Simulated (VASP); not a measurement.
# NaCl (P2_1/m) in VASP: settings compared

NaCl is run at these levels: PBE+D3(BJ), LDA; tasks: density of states.

All numbers are computed with VASP 6.6.1; they aren't measurements. Logs are shortened: lines on timing, memory, paths and dates and some standing lists are left out, and cuts for length are marked.

### 1 The cell of the first run

It takes space group P2_1/m (No. 11, monoclinic). Conventional cell: a = 4.580 Å, b = 5.577 Å, c = 4.641 Å, α = 90.00°, β = 116.81°, γ = 90.00°. Na (site symmetry m) has 5 Cl at 2.71 to 2.79 Å within 3.6 Å. Cl (site symmetry m) has 5 Na at 2.71 to 2.79 Å within 3.6 Å.

### 2 Density of states, PBE+D3(BJ)

Input file POSCAR:

```
NaCl
1.0
    4.5795615343      0.0000000000      0.0000000000
    0.0000000000      5.5772229718      0.0000000000
   -2.0934105244      0.0000000000      4.1422927297
Na Cl
2 2
Direct
    0.3303002175      0.7500000000      0.1727299337
    0.6696997825      0.2500000000      0.8272700663
    0.6713427262      0.7500000000      0.8241100717
    0.3286572738      0.2500000000      0.1758899283
```

Input file INCAR.step1:

```
ALGO = Normal ; EDIFF = 1E-6
ENCUT = 520 ; GGA = PE
ISIF = 2 ; ISMEAR = 0
IVDW = 12 ; LASPH = True
LCHARG = True ; LREAL = False
LWAVE = False ; NBANDS = 22
NELM = 100 ; PREC = Accurate
SIGMA = 0.02
```

Input file KPOINTS.step1:

```
k-points
0
Gamma
  6 4 6
```

Input file INCAR.step2:

```
ALGO = Normal ; EDIFF = 1E-6
ENCUT = 520 ; GGA = PE
ICHARG = 11 ; ISIF = 2
ISMEAR = -5 ; IVDW = 12
LASPH = True ; LCHARG = False
LORBIT = 10 ; LREAL = False
LWAVE = False ; NEDOS = 2001
NELM = 100 ; PREC = Accurate
SIGMA = 0.02
```

Input file KPOINTS.step2:

```
k-points
0
Gamma
  9 6 9
```

Potentials or basis: VASP PAW PBE potentials, release 64 (Na_pv, Cl).

Command:

```console
> cat potpaw_PBE.64/Na_pv/POTCAR potpaw_PBE.64/Cl/POTCAR > POTCAR
> cp INCAR.step1 INCAR
> cp KPOINTS.step1 KPOINTS
> mpirun -np 1 vasp_std > vasp.out
> cp INCAR.step2 INCAR
> cp KPOINTS.step2 KPOINTS
> mpirun -np 1 vasp_std > vasp.out
```

OUTCAR:

```text
EDIFF = 1E-6
   ENCUT = 520
   GGA = PE
   ICHARG = 11
   ISIF = 2
   ISMEAR = -5
   IVDW = 12
   LASPH = True
   LORBIT = 10
   LREAL = False
   NELM = 100
   PREC = Accurate
 IVDW          = 12

 ion  position               nearest neighbor table
   1  0.330  0.750  0.173-   3 2.71   3 2.71   3 2.71
   2  0.670  0.250  0.827-   4 2.71   4 2.71   4 2.71
   3  0.671  0.750  0.824-   1 2.71   1 2.71   1 2.71
   4  0.329  0.250  0.176-   2 2.71   2 2.71   2 2.71

  LATTYP: Found a simple monoclinic cell.
 ALAT       =     4.5795615343
 B/A-ratio  =     1.2178508641
 C/A-ratio  =     1.0134646263
 COS(beta)  =    -0.4510471152

  Lattice vectors:

 A1 = (   4.5795615343,   0.0000000000,   0.0000000000)
 A2 = (   0.0000000000,   5.5772229718,   0.0000000000)
 A3 = (  -2.0934105244,   0.0000000000,   4.1422927297)

Analysis of symmetry for initial positions (statically):
=====================================================================
 Subroutine PRICEL returns:
 Original cell was already a primitive cell.

 Routine SETGRP: Setting up the symmetry group for a
 simple monoclinic supercell.

 Subroutine GETGRP returns: Found  4 space group operations
 (whereof  2 operations were pure point group operations)
 out of a pool of  4 trial point group operations.

The static configuration has the point symmetry S_2 .
 The point group associated with its full space group is C_2h.

Analysis of symmetry for dynamics (positions and initial velocities):
=====================================================================
 Subroutine PRICEL returns:
 Original cell was already a primitive cell.

 Routine SETGRP: Setting up the symmetry group for a
 simple monoclinic supercell.

 Subroutine GETGRP returns: Found  4 space group operations
 (whereof  2 operations were pure point group operations)
 out of a pool of  4 trial point group operations.

The dynamic configuration has the point symmetry S_2 .
 The point group associated with its full space group is C_2h.

 Subroutine INISYM returns: Found  4 space group operations
 (whereof  2 operations are pure point group operations),
 and found     1 'primitive' translations

----------------------------------------------------------------------------------------

                                     Primitive cell

  volume of cell :     105.7993

  direct lattice vectors                    reciprocal lattice vectors
     4.579561534  0.000000000  0.000000000     0.218361516  0.000000000  0.110354416
     0.000000000  5.577222972  0.000000000     0.000000000  0.179300703  0.000000000
    -2.093410524  0.000000000  4.142292730     0.000000000  0.000000000  0.241412200

  length of vectors
     4.579561534  5.577222972  4.641223619     0.244662725  0.179300703  0.241412200

  position of ions in fractional coordinates (direct lattice)
     0.330300218  0.750000000  0.172729934
     0.669699782  0.250000000  0.827270066
     0.671342726  0.750000000  0.824110072
     0.328657274  0.250000000  0.175889928

  ion indices of the primitive-cell ions
   primitive index   ion index
                 1           1
                 2           2
                 3           3
                 4           4

----------------------------------------------------------------------------------------

 KPOINTS: k-points

Automatic generation of k-mesh.
 Grid dimensions read from file:
 generate k-points for:    9    6    9

 Generating k-lattice:

  Cartesian coordinates                     Fractional coordinates (reciprocal lattice)
     0.024262391  0.000000000  0.012261602     0.111111111  0.000000000 -0.000000000
     0.000000000  0.029883451  0.000000000     0.000000000  0.166666667  0.000000000
     0.000000000  0.000000000  0.026823578     0.000000000  0.000000000  0.111111111

  Length of vectors
     0.027184747  0.029883451  0.026823578

  Shift w.r.t. Gamma in fractional coordinates (k-lattice)
     0.000000000  0.000000000  0.000000000

 TETIRR: Found   1449 inequivalent tetrahedra from     2916

 Subroutine IBZKPT returns following result:
 ===========================================

 Found    164 irreducible k-points:

 Following reciprocal coordinates:
            Coordinates               Weight
  0.000000  0.000000  0.000000      1.000000
  0.111111  0.000000  0.000000      2.000000
  0.222222  0.000000  0.000000      2.000000
  0.333333  0.000000  0.000000      2.000000
  0.444444  0.000000  0.000000      2.000000
  0.000000  0.166667  0.000000      2.000000
[... 16 lines left out ...]
  0.222222  0.000000  0.111111      2.000000
  0.333333  0.000000  0.111111      2.000000
 [... further k-points ...]
   k-points           NKPTS =    164   k-points in BZ     NKDIM =    164   number of bands    NBANDS=     18
   number of dos      NEDOS =   2001   number of ions     NIONS =      4
   total plane-waves  NPLWV =  54432
   dimension x,y,z NGX =    36 NGY =   42 NGZ =   36
   dimension x,y,z NGXF=    72 NGYF=   84 NGZF=   72
   ions per type =               2   2
   NGX,Y,Z   is equivalent  to a cutoff of  13.07, 12.52, 12.89 a.u.
   NGXF,Y,Z  is equivalent  to a cutoff of  26.14, 25.04, 25.79 a.u.
 SYSTEM =  unknown system
   PREC   = accura    normal or accurate (medium, high low for compatibility)
   ISTART =      0    job   : 0-new  1-cont  2-samecut
   ICHARG =     11    charge: 1-file 2-atom 10-const
   ISPIN  =      1    spin polarized calculation?
   LNONCOLLINEAR =      F non collinear calculations
   LSORBIT =      F    spin-orbit coupling
   LASPH  =      T    aspherical Exc in radial PAW
   ENCUT  =  520.0 eV  38.22 Ry    6.18 a.u.   8.51 10.37  8.63*2*pi/ulx,y,z
   NELM   =    100;   NELMIN=  2; NELMDL=  0     # of ELM steps
   EDIFF  = 0.1E-05   stopping-criterion for ELM
   LREAL  =      F    real-space projection
   EDIFFG = 0.1E-04   stopping-criterion for IOM
   NSW    =      0    number of steps for IOM
   IBRION =     -1    ionic relax: 0-MD 1-quasi-New 2-CG
   NFREE  =      0    steps in history (QN), initial steepest desc. (CG)
   ISIF   =      2    stress and relaxation
   ISYM   =      2    0-nonsym 1-usesym 2-fastsym
   POTIM  = 0.5000    time-step for ionic-motion
   TEBEG  =    0.0;   TEEND  =   0.0 temperature during run
   PSTRESS=    0.0 pullay stress
   NELECT =      28.0000    total number of electrons
   NUPDOWN=      -1.0000    fix difference up-down
   EMIN   =  10.00;   EMAX   =-10.00  energy-range for DOS
   EFERMI =   0.00;   METHOD = LEGACY
   ISMEAR =    -5;   SIGMA  =   0.02  broadening in eV -4-tet -1-fermi 0-gaus
   EFERMI_NEDOS =   21; number of points for ismear=-14 and -15
   IALGO  =     38    algorithm
   IMIX   =      4    mixing-type and parameters
     AMIX     =   0.40;   BMIX     =  1.00
     AMIX_MAG =   1.60;   BMIX_MAG =  1.00
  volume/ion in A,a.u.               =      26.45       178.49
  Fermi-wavevector in a.u.,A,eV,Ry     =   1.051074  1.986242 15.031124  1.104756
  Thomas-Fermi vector in A             =   2.186103
   LORBIT       =     10    0 simple, 1 ext, 2 COOP (PROOUT), +10 PAW based schemes
   GGA     = PE    functional components
   LHFCALC =     F    Hartree Fock is set to
   AEXX    =    0.0000 exact exchange contribution
   IVDW    =    12    specifies the selected vdW correction
   LEPSILON=     F    determine dielectric tensor
   LRPA    =     F    only Hartree local field effects (RPA)
 non-spin polarized calculation
 Fermi weights with tetrahedron method with Bloechl corrections
  energy-cutoff  :      520.00
  volume of cell :      105.80
 maximum number of plane-waves:      2873
 NGX is ok and might be reduce to    36

 number of electron      27.9999987 magnetization

 Free energy of the ion-electron system (eV)
  ---------------------------------------------------
  ext. energy  EPLUGINS =         0.00000000
  ---------------------------------------------------
  free energy    TOTEN  =       -13.40793898 eV

  energy without entropy =      -13.40793898  energy(sigma->0) =      -13.40793898

 E-fermi :  -1.5831     XC(G=0):  -7.2849

 val. band max:       -1.5992490644   @ k =   0.0000   0.0000   0.0000
 cond. band min:       3.2584541553   @ k =   0.0000   0.0000   0.0000
 fundamental gap:      4.8577032197
 Fermi energy:        -1.5830670650

 k-point     1 :       0.0000    0.0000    0.0000
  band No.  band energies     occupation
      1     -22.4485      2.00000
      2     -22.4459      2.00000
      3     -22.4422      2.00000
      4     -22.4410      2.00000
      5     -22.4336      2.00000
      6     -22.4247      2.00000
[... 10 lines left out ...]
     17       7.8822      0.00000
     18       8.6590      0.00000

 k-point     2 :       0.1111    0.0000    0.0000
  band No.  band energies     occupation
      1     -22.4490      2.00000
      2     -22.4453      2.00000
      3     -22.4436      2.00000
      4     -22.4406      2.00000
      5     -22.4343      2.00000
      6     -22.4252      2.00000
[... 10 lines left out ...]
     17       7.6758      0.00000
     18       8.6325      0.00000

 k-point     3 :       0.2222    0.0000    0.0000
  band No.  band energies     occupation
      1     -22.4500      2.00000
      2     -22.4461      2.00000
      3     -22.4436      2.00000
      4     -22.4408      2.00000
      5     -22.4358      2.00000
      6     -22.4267      2.00000
[... 10 lines left out ...]
     17       7.2126      0.00000
     18       8.1518      0.00000

 k-point     4 :       0.3333    0.0000    0.0000
  band No.  band energies     occupation
      1     -22.4513      2.00000
      2     -22.4488      2.00000
      3     -22.4418      2.00000
      4     -22.4412      2.00000
      5     -22.4367      2.00000
      6     -22.4289      2.00000
[... 10 lines left out ...]
     17       7.3412      0.00000
     18       7.5890      0.00000

 k-point     5 :       0.4444    0.0000    0.0000
  band No.  band energies     occupation
      1     -22.4518      2.00000
      2     -22.4508      2.00000
      3     -22.4427      2.00000
      4     -22.4390      2.00000
      5     -22.4371      2.00000
      6     -22.4310      2.00000
[... 10 lines left out ...]
     17       7.2885      0.00000
     18       7.3949      0.00000

 k-point     6 :       0.0000    0.1667    0.0000
  band No.  band energies     occupation
      1     -22.4480      2.00000
      2     -22.4452      2.00000
      3     -22.4416      2.00000
      4     -22.4415      2.00000
      5     -22.4341      2.00000
      6     -22.4268      2.00000
[... 307 lines left out ...]
 k-point    21 :       0.0000    0.0000    0.1111
  band No.  band energies     occupation
      1     -22.4488      2.00000
      2     -22.4453      2.00000
      3     -22.4433      2.00000
      4     -22.4407      2.00000
      5     -22.4345      2.00000
      6     -22.4252      2.00000
[... 10 lines left out ...]
     17       7.6218      0.00000
     18       8.7267      0.00000

 k-point    22 :       0.1111    0.0000    0.1111
  band No.  band energies     occupation
      1     -22.4492      2.00000
      2     -22.4451      2.00000
      3     -22.4442      2.00000
      4     -22.4399      2.00000
      5     -22.4367      2.00000
      6     -22.4262      2.00000
[... 10 lines left out ...]
     17       7.2221      0.00000
     18       8.3460      0.00000

 k-point    23 :       0.2222    0.0000    0.1111
  band No.  band energies     occupation
      1     -22.4503      2.00000
      2     -22.4472      2.00000
      3     -22.4421      2.00000
      4     -22.4410      2.00000
      5     -22.4379      2.00000
      6     -22.4281      2.00000
[... 10 lines left out ...]
     17       7.1585      0.00000
     18       7.6914      0.00000

 k-point    24 :       0.3333    0.0000    0.1111
  band No.  band energies     occupation
      1     -22.4515      2.00000
      2     -22.4494      2.00000
      3     -22.4429      2.00000
      4     -22.4396      2.00000
      5     -22.4376      2.00000
      6     -22.4304      2.00000
[... 10 lines left out ...]
     17       7.2351      0.00000
     18       7.4124      0.00000

 [... further k-points ...]

------------------------ aborting loop because EDIFF is reached ----------------------------------------

 Edisp (eV)   -0.70285

 E8    (eV) :    -0.2912

  FORCE on cell =-STRESS in cart. coord.  units (eV):
  Direction    XX          YY          ZZ          XY          YZ          ZX
  --------------------------------------------------------------------------------------
  -------------------------------------------------------------------------------------
  Total      -0.00703    -0.02926    -0.01739     0.00000     0.00000     0.01452
  in kB      -0.10648    -0.44309    -0.26334     0.00000     0.00000     0.21988
  external pressure =       -0.27 kB  Pullay stress =        0.00 kB

 VOLUME and BASIS-vectors are now :
 -----------------------------------------------------------------------------
  energy-cutoff  :      520.00
  volume of cell :      105.80
      direct lattice vectors                 reciprocal lattice vectors
     4.579561534  0.000000000  0.000000000     0.218361516  0.000000000  0.110354416
     0.000000000  5.577222972  0.000000000     0.000000000  0.179300703  0.000000000
    -2.093410524  0.000000000  4.142292730     0.000000000  0.000000000  0.241412200

 POSITION                                       TOTAL-FORCE (eV/Angst)
 -----------------------------------------------------------------------------------
      1.15104      4.18292      0.71550         0.001320      0.000000     -0.000498
      1.33512      1.39431      3.42679        -0.001320     -0.000000      0.000498
      1.34925      4.18292      3.41371         0.000126      0.000000      0.000113
      1.13690      1.39431      0.72859        -0.000126      0.000000     -0.000113
 -----------------------------------------------------------------------------------
    total drift:                                0.000000      0.000000      0.000000

  FREE ENERGIE OF THE ION-ELECTRON SYSTEM (eV)
  ---------------------------------------------------
  free  energy   TOTEN  =       -14.1107873751 eV

  energy  without entropy=      -14.1107873751  energy(sigma->0) =      -14.11078738

 total charge

# of ion       s       p       d       tot
------------------------------------------
    1        0.047   5.982   0.000   6.029
    2        0.047   5.982   0.000   6.029
    3        1.588   3.591   0.000   5.179
    4        1.588   3.591   0.000   5.179
--------------------------------------------------
tot          3.269  19.146   0.000  22.415
```

Wall time 3 min (1 thread of Intel Xeon Platinum 8488C (Sapphire Rapids), shared host); peak memory 0.4 GiB.

Results:

```
Valence electrons inside the program's atomic spheres : Na 6.03; Cl 5.18
Dispersion energy per atom                            : -0.176 eV
```

Levels at points of the mesh, in eV from the valence-band top:
```tsv
k point	band 12	band 13	band 14	band 15	band 16	band 17
(0.00, 0.00, 0.00)	-0.34	-0.32	0.00	4.86	7.66	9.48
(0.00, 0.50, 0.00)	-0.62	-0.52	-0.52	6.65	6.65	9.55
```

### 3 Density of states, LDA

POSCAR is that of step 2.

Input file INCAR.step1:

```
PREC     = Accurate       # precision mode
ENCUT    = 520            # plane-wave cutoff, eV
EDIFF    = 1E-6           # SCF threshold, eV
ISMEAR   = 0              # smearing method
SIGMA    = 0.02           # smearing width, eV
LREAL    = False          # projectors in reciprocal space
LASPH    = True           # aspherical terms in the spheres
NELM     = 100            # most SCF steps
ALGO     = Normal         # electronic algorithm
ISIF     = 2              # what is computed and relaxed
LWAVE    = False          # write WAVECAR
LCHARG   = True           # write CHGCAR
NBANDS   = 22             # bands
```

Input file KPOINTS.step1:

```
Automatic mesh
0
Gamma
  6 4 6
```

Input file INCAR.step2:

```
PREC     = Accurate       # precision mode
ENCUT    = 520            # plane-wave cutoff, eV
EDIFF    = 1E-6           # SCF threshold, eV
ISMEAR   = -5             # smearing method
SIGMA    = 0.02           # smearing width, eV
LREAL    = False          # projectors in reciprocal space
LASPH    = True           # aspherical terms in the spheres
NELM     = 100            # most SCF steps
ALGO     = Normal         # electronic algorithm
ISIF     = 2              # what is computed and relaxed
LWAVE    = False          # write WAVECAR
LCHARG   = False          # write CHGCAR
LORBIT   = 10             # projections on sites
NEDOS    = 2001           # points of the DOS
ICHARG   = 11             # starting density
```

Input file KPOINTS.step2:

```
Automatic mesh
0
Gamma
  9 6 9
```

Potentials or basis: VASP PAW LDA potentials, release 64 (Na_pv, Cl).

Command:

```console
> cat potpaw_LDA.64/Na_pv/POTCAR potpaw_LDA.64/Cl/POTCAR > POTCAR
> cp INCAR.step1 INCAR
> cp KPOINTS.step1 KPOINTS
> mpirun -np 1 vasp_std > vasp.out
> cp INCAR.step2 INCAR
> cp KPOINTS.step2 KPOINTS
> mpirun -np 1 vasp_std > vasp.out
```

Run time: 3.1 min. Hardware: 1 thread of Intel Xeon Platinum 8488C (Sapphire Rapids), shared host; peak memory 0.36 GiB.

Results (log left out):

| Property | Result |
| --- | --- |
| Valence electrons inside the program's atomic spheres | Na 6.03; Cl 5.14 |

Levels at points of the mesh, in eV from the valence-band top:
```tsv
k point	band 11	band 12	band 13	band 14	band 15	band 16	band 17	band 18
(0.00, 0.00, 0.00)	-0.74	-0.35	-0.32	0.00	4.46	7.31	9.15	9.94
(0.00, 0.50, 0.00)	-0.64	-0.64	-0.54	-0.54	6.29	6.29	9.23	9.23
```
